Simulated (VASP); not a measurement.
# Pt (Fm-3m) in VASP: further runs

Pt is run at these levels: PBEsol; tasks: single point.

Program: VASP 6.6.1. These are calculated values, not measurements. Logs are shortened: lines on timing, memory, paths and dates and some standing lists are left out, and cuts for length are marked.

## 1. The cell of the first run

The structure is cubic, space group Fm-3m (No. 225). The conventional cell has a = 3.918 Å, b = 3.918 Å, c = 3.918 Å, α = 90.00°, β = 90.00°, γ = 90.00°. Pt (site symmetry m-3m) has 12 Pt at 2.77 Å within 3.7 Å.

## 2. Single point, PBEsol

Input file INCAR:

```
PREC     = Accurate       # precision mode
ENCUT    = 520            # plane-wave cutoff, eV
EDIFF    = 1E-6           # SCF threshold, eV
ISMEAR   = 0              # smearing method
SIGMA    = 0.1            # smearing width, eV
LREAL    = F              # projectors in reciprocal space
LASPH    = T              # aspherical terms in the spheres
NELM     = 100            # most SCF steps
ALGO     = Normal         # electronic algorithm
ISIF     = 2              # what is computed and relaxed
LWAVE    = F              # write WAVECAR
LCHARG   = F              # write CHGCAR
GGA      = PS             # functional
NBANDS   = 11             # bands
```

Input file KPOINTS:

```
regular mesh
0
Gamma
  16 16 16
```

Input file POSCAR:

```
Pt
1.0
    0.0000000000      1.9588232764      1.9588232764
    1.9588232764      0.0000000000      1.9588232764
    1.9588232764      1.9588232764      0.0000000000
Pt
1
Direct
    0.0000000000      0.0000000000      0.0000000000
```

Potentials or basis: VASP PAW PBE potentials, release 64 (Pt).

Run with:

```
cat potpaw_PBE.64/Pt/POTCAR > POTCAR
mpirun -np 1 vasp_std > vasp.out
```

OUTCAR:

```text
PREC = Accurate
   ENCUT = 520
   EDIFF = 1E-6
   ISMEAR = 0
   LREAL = F
   LASPH = T
   NELM = 100
   ISIF = 2
   GGA = PS

 ion  position               nearest neighbor table
   1  0.000  0.000  0.000-

  LATTYP: Found a face centered cubic cell.
 ALAT       =     3.9176465528

  Lattice vectors:

 A1 = (   0.0000000000,   1.9588232764,   1.9588232764)
 A2 = (   1.9588232764,   0.0000000000,   1.9588232764)
 A3 = (   1.9588232764,   1.9588232764,   0.0000000000)

Analysis of symmetry for initial positions (statically):
=====================================================================
 Subroutine PRICEL returns:
 Original cell was already a primitive cell.

 Routine SETGRP: Setting up the symmetry group for a
 face centered cubic supercell.

 Subroutine GETGRP returns: Found 48 space group operations
 (whereof 48 operations were pure point group operations)
 out of a pool of 48 trial point group operations.

The static configuration has the point symmetry O_h .

Analysis of symmetry for dynamics (positions and initial velocities):
=====================================================================
 Subroutine PRICEL returns:
 Original cell was already a primitive cell.

 Routine SETGRP: Setting up the symmetry group for a
 face centered cubic supercell.

 Subroutine GETGRP returns: Found 48 space group operations
 (whereof 48 operations were pure point group operations)
 out of a pool of 48 trial point group operations.

The dynamic configuration has the point symmetry O_h .

 Subroutine INISYM returns: Found 48 space group operations
 (whereof 48 operations are pure point group operations),
 and found     1 'primitive' translations

----------------------------------------------------------------------------------------

                                     Primitive cell

  volume of cell :      15.0320

  direct lattice vectors                    reciprocal lattice vectors
     0.000000000  1.958823276  1.958823276    -0.255255288  0.255255288  0.255255288
     1.958823276  0.000000000  1.958823276     0.255255288 -0.255255288  0.255255288
     1.958823276  1.958823276  0.000000000     0.255255288  0.255255288 -0.255255288

  length of vectors
     2.770194444  2.770194444  2.770194444     0.442115128  0.442115128  0.442115128

  position of ions in fractional coordinates (direct lattice)
     0.000000000  0.000000000  0.000000000

  ion indices of the primitive-cell ions
   primitive index   ion index
                 1           1

----------------------------------------------------------------------------------------

 KPOINTS: regular mesh

Automatic generation of k-mesh.
 Grid dimensions read from file:
 generate k-points for:   16   16   16

 Generating k-lattice:

  Cartesian coordinates                     Fractional coordinates (reciprocal lattice)
    -0.015953456  0.015953456  0.015953456     0.062500000  0.000000000  0.000000000
     0.015953456 -0.015953456  0.015953456     0.000000000  0.062500000  0.000000000
     0.015953456  0.015953456 -0.015953456     0.000000000  0.000000000  0.062500000

  Length of vectors
     0.027632196  0.027632196  0.027632196

  Shift w.r.t. Gamma in fractional coordinates (k-lattice)
     0.000000000  0.000000000  0.000000000

 Subroutine IBZKPT returns following result:
 ===========================================

 Found    145 irreducible k-points:

 Following reciprocal coordinates:
            Coordinates               Weight
  0.000000  0.000000  0.000000      1.000000
  0.062500  0.000000  0.000000      8.000000
  0.125000  0.000000  0.000000      8.000000
  0.187500  0.000000  0.000000      8.000000
  0.250000  0.000000  0.000000      8.000000
  0.312500  0.000000  0.000000      8.000000
[... 16 lines left out ...]
 -0.125000  0.062500  0.000000     24.000000
 -0.062500  0.062500  0.000000     12.000000
 [... further k-points ...]
   k-points           NKPTS =    145   k-points in BZ     NKDIM =    145   number of bands    NBANDS=     11
   number of dos      NEDOS =    301   number of ions     NIONS =      1
   total plane-waves  NPLWV =  13824
   dimension x,y,z NGX =    24 NGY =   24 NGZ =   24
   dimension x,y,z NGXF=    48 NGYF=   48 NGZF=   48
   ions per type =               1
   NGX,Y,Z   is equivalent  to a cutoff of  14.40, 14.40, 14.40 a.u.
   NGXF,Y,Z  is equivalent  to a cutoff of  28.81, 28.81, 28.81 a.u.
 SYSTEM =  unknown system
   PREC   = accura    normal or accurate (medium, high low for compatibility)
   ISTART =      0    job   : 0-new  1-cont  2-samecut
   ICHARG =      2    charge: 1-file 2-atom 10-const
   ISPIN  =      1    spin polarized calculation?
   LNONCOLLINEAR =      F non collinear calculations
   LSORBIT =      F    spin-orbit coupling
   LASPH  =      T    aspherical Exc in radial PAW
   ENCUT  =  520.0 eV  38.22 Ry    6.18 a.u.   5.15  5.15  5.15*2*pi/ulx,y,z
   NELM   =    100;   NELMIN=  2; NELMDL= -5     # of ELM steps
   EDIFF  = 0.1E-05   stopping-criterion for ELM
   LREAL  =      F    real-space projection
   EDIFFG = 0.1E-04   stopping-criterion for IOM
   NSW    =      0    number of steps for IOM
   IBRION =     -1    ionic relax: 0-MD 1-quasi-New 2-CG
   NFREE  =      0    steps in history (QN), initial steepest desc. (CG)
   ISIF   =      2    stress and relaxation
   ISYM   =      2    0-nonsym 1-usesym 2-fastsym
   POTIM  = 0.5000    time-step for ionic-motion
   TEBEG  =    0.0;   TEEND  =   0.0 temperature during run
   PSTRESS=    0.0 pullay stress
   NELECT =      10.0000    total number of electrons
   NUPDOWN=      -1.0000    fix difference up-down
   EMIN   =  10.00;   EMAX   =-10.00  energy-range for DOS
   EFERMI =   0.00;   METHOD = LEGACY
   ISMEAR =     0;   SIGMA  =   0.10  broadening in eV -4-tet -1-fermi 0-gaus
   EFERMI_NEDOS =   21; number of points for ismear=-14 and -15
   IALGO  =     38    algorithm
   IMIX   =      4    mixing-type and parameters
     AMIX     =   0.40;   BMIX     =  1.00
     AMIX_MAG =   1.60;   BMIX_MAG =  1.00
  volume/ion in A,a.u.               =      15.03       101.44
  Fermi-wavevector in a.u.,A,eV,Ry     =   1.429123  2.700651 27.788434  2.042392
  Thomas-Fermi vector in A             =   2.549111
   LORBIT       =      0    0 simple, 1 ext, 2 COOP (PROOUT), +10 PAW based schemes
   GGA     = PS    functional components
   LHFCALC =     F    Hartree Fock is set to
   AEXX    =    0.0000 exact exchange contribution
   IVDW    =     0    specifies the selected vdW correction
   LEPSILON=     F    determine dielectric tensor
   LRPA    =     F    only Hartree local field effects (RPA)
 non-spin polarized calculation
 Gauss-broadening in eV      SIGMA  =   0.10
  energy-cutoff  :      520.00
  volume of cell :       15.03
 maximum number of plane-waves:       415
 NGX is ok and might be reduce to    24
   NGX = 11   NGY = 11   NGZ = 11

 number of electron      10.0000000 magnetization

 Free energy of the ion-electron system (eV)
  ---------------------------------------------------
  ext. energy  EPLUGINS =         0.00000000
  ---------------------------------------------------
  free energy    TOTEN  =        -6.96740242 eV

  energy without entropy =       -6.95637126  energy(sigma->0) =       -6.96188684

 E-fermi :  11.1379     XC(G=0): -13.6481

 val. band max:       11.1275962191   @ k =  -0.4375   0.1250   0.0625
 cond. band min:      11.1586669544   @ k =  -0.4375   0.3125   0.0000
 fundamental gap:      0.0310707354
 Fermi energy:        11.1379184794

 k-point     1 :       0.0000    0.0000    0.0000
  band No.  band energies     occupation
      1       0.8264      2.00000
      2       7.3298      2.00000
      3       7.3298      2.00000
      4       7.3298      2.00000
      5       9.5205      2.00000
      6       9.5205      2.00000
      7      25.7744      0.00000
      8      30.7511      0.00000
      9      30.7511      0.00000
     10      30.7511      0.00000
     11      36.0627      0.00000

 k-point     2 :       0.0625    0.0000    0.0000
  band No.  band energies     occupation
      1       0.9843      2.00000
      2       7.2584      2.00000
      3       7.3928      2.00000
      4       7.3928      2.00000
      5       9.4848      2.00000
      6       9.4848      2.00000
      7      26.0215      0.00000
      8      29.9233      0.00000
      9      30.9946      0.00000
     10      30.9946      0.00000
     11      36.9708      0.00000

 k-point     3 :       0.1250    0.0000    0.0000
  band No.  band energies     occupation
      1       1.4394      2.00000
      2       7.0834      2.00000
      3       7.5509      2.00000
      4       7.5509      2.00000
      5       9.4175      2.00000
      6       9.4175      2.00000
      7      26.6741      0.00000
      8      28.2766      0.00000
      9      31.6962      0.00000
     10      31.6962      0.00000
     11      37.4025      0.00000

 k-point     4 :       0.1875    0.0000    0.0000
  band No.  band energies     occupation
      1       2.1249      2.00000
      2       6.9190      2.00000
      3       7.6997      2.00000
      4       7.6997      2.00000
      5       9.4406      2.00000
      6       9.4406      2.00000
      7      26.4287      0.00000
      8      27.4065      0.00000
      9      32.7585      0.00000
     10      32.7585      0.00000
     11      35.4817      0.00000
[... 239 lines left out ...]
 k-point    22 :      -0.1875    0.0625    0.0000
  band No.  band energies     occupation
      1       2.5128      2.00000
      2       6.7836      2.00000
      3       7.7538      2.00000
      4       7.8153      2.00000
      5       9.1540      2.00000
      6       9.8537      2.00000
      7      25.8686      0.00000
      8      27.7168      0.00000
      9      31.7806      0.00000
     10      33.9819      0.00000
     11      34.1711      0.00000

 k-point    23 :      -0.1250    0.0625    0.0000
  band No.  band energies     occupation
      1       1.7807      2.00000
      2       6.9247      2.00000
      3       7.6668      2.00000
      4       7.6881      2.00000
      5       9.1606      2.00000
      6       9.6250      2.00000
      7      27.1204      0.00000
      8      27.6747      0.00000
      9      31.1316      0.00000
     10      32.7407      0.00000
     11      36.0956      0.00000

 k-point    24 :      -0.0625    0.0625    0.0000
  band No.  band energies     occupation
      1       1.2422      2.00000
      2       7.1269      2.00000
      3       7.4806      2.00000
      4       7.5251      2.00000
      5       9.3251      2.00000
      6       9.5470      2.00000
      7      26.4105      0.00000
      8      29.1421      0.00000
      9      30.8221      0.00000
     10      31.6555      0.00000
     11      37.7905      0.00000

 [... further k-points ...]

------------------------ aborting loop because EDIFF is reached ----------------------------------------

  FORCE on cell =-STRESS in cart. coord.  units (eV):
  Direction    XX          YY          ZZ          XY          YZ          ZX
  --------------------------------------------------------------------------------------
  -------------------------------------------------------------------------------------
  Total       -0.0362652     -0.0362652     -0.0362652     -0.0000000     -0.0000000      0.0000000
  in kB       -3.8653110     -3.8653110     -3.8653110     -0.0000000     -0.0000000      0.0000000
  external PRESSURE =      -3.8653110 kB  Pullay stress =       0.0000000 kB

 VOLUME and BASIS-vectors are now :
 -----------------------------------------------------------------------------
  energy-cutoff  :      520.00
  volume of cell :       15.03
      direct lattice vectors                 reciprocal lattice vectors
     0.000000000  1.958823276  1.958823276    -0.255255288  0.255255288  0.255255288
     1.958823276  0.000000000  1.958823276     0.255255288 -0.255255288  0.255255288
     1.958823276  1.958823276  0.000000000     0.255255288  0.255255288 -0.255255288

 POSITION                                       TOTAL-FORCE (eV/Angst)
 -----------------------------------------------------------------------------------
      0.00000      0.00000      0.00000         0.000000      0.000000      0.000000
 -----------------------------------------------------------------------------------
    total drift:                               -0.000000      0.000000     -0.000000

  FREE ENERGIE OF THE ION-ELECTRON SYSTEM (eV)
  ---------------------------------------------------
  free  energy   TOTEN  =        -6.9674024151 eV

  energy  without entropy=       -6.9563712569  energy(sigma->0) =       -6.96188684
```

Run time: 9.6 s. Hardware: 1 thread of Intel Xeon 6975P-C (Granite Rapids), shared host; peak memory 0.16 GiB.

What came out:

```yaml
Free_energy: -6.9674 eV
Pressure: -0.4 GPa
Band_gap_on_the_k_mesh: zero (band 5 reaches 11.65 eV, above the bottom of band 6 at 9.42 eV)
```

Levels at points of the mesh, in eV from the Fermi level:
```tsv
k point	band 1	band 2	band 3	band 4	band 5	band 6	band 7	band 8	band 9	band 10
(0.00, 0.00, 0.00)	-10.31	-3.81	-3.81	-3.81	-1.62	-1.62	14.64	19.61	19.61	19.61
(0.50, 0.00, 0.00)	-7.39	-3.87	-3.87	-0.54	0.06	0.06	5.85	14.19	18.98	18.98
(0.50, 0.50, 0.00)	-7.12	-6.66	0.04	0.51	0.51	1.72	8.88	11.37	11.37	20.16
```

Caveat: the PAW data sets were made with another functional, which shifts forces and pressure a little; spin-orbit coupling is left out, which moves the levels of the heavy elements.

## 3. Single point, PBEsol

This run uses another cell than the first one, of 15.08 Å³/atom, 1.003 times its volume.

Input file INCAR:

```
PREC = Accurate
ENCUT = 520
EDIFF = 1E-6
ISMEAR = -1
SIGMA = 0.15
LREAL = False
LASPH = True
NELM = 60
ALGO = Fast
ISIF = 2
LWAVE = False
LCHARG = False
GGA = PS
NBANDS = 11
```

Input file KPOINTS:

```
Automatic mesh
0
Gamma
  16 16 16
```

Input file POSCAR:

```
Pt
1.0
    0.0000000000      1.9607058106      1.9607058106
    1.9607058106      0.0000000000      1.9607058106
    1.9607058106      1.9607058106      0.0000000000
Pt
1
Direct
    0.0000000000      0.0000000000      0.0000000000
```

Potentials or basis: VASP PAW PBE potentials, release 64 (Pt).

Run with:

```
cat potpaw_PBE.64/Pt/POTCAR > POTCAR
mpirun -np 1 vasp_std > vasp.out
```

Wall time 12 s (1 thread of Intel Xeon 6975P-C (Granite Rapids), shared host); peak memory 0.15 GiB.

Results (log left out):

- Free energy: -7.0260 eV
- Pressure: -0.4 GPa
- Band gap on the k mesh: zero (band 5 reaches 11.60 eV, above the bottom of band 6 at 9.37 eV)

Levels at points of the mesh, in eV from the Fermi level:
| k point | band 3 | band 4 | band 5 | band 6 | band 7 | band 8 |
| --- | --- | --- | --- | --- | --- | --- |
| (0.00, 0.00, 0.00) | -3.82 | -3.82 | -1.64 | -1.64 | 14.61 | 19.57 |
| (0.50, 0.00, 0.00) | -3.88 | -0.57 | 0.03 | 0.03 | 5.79 | 14.16 |
| (0.50, 0.50, 0.00) | 0.00 | 0.48 | 0.48 | 1.69 | 8.82 | 11.32 |

Caveat: the PAW data sets were made with another functional, which shifts forces and pressure a little; spin-orbit coupling is left out, which moves the levels of the heavy elements.
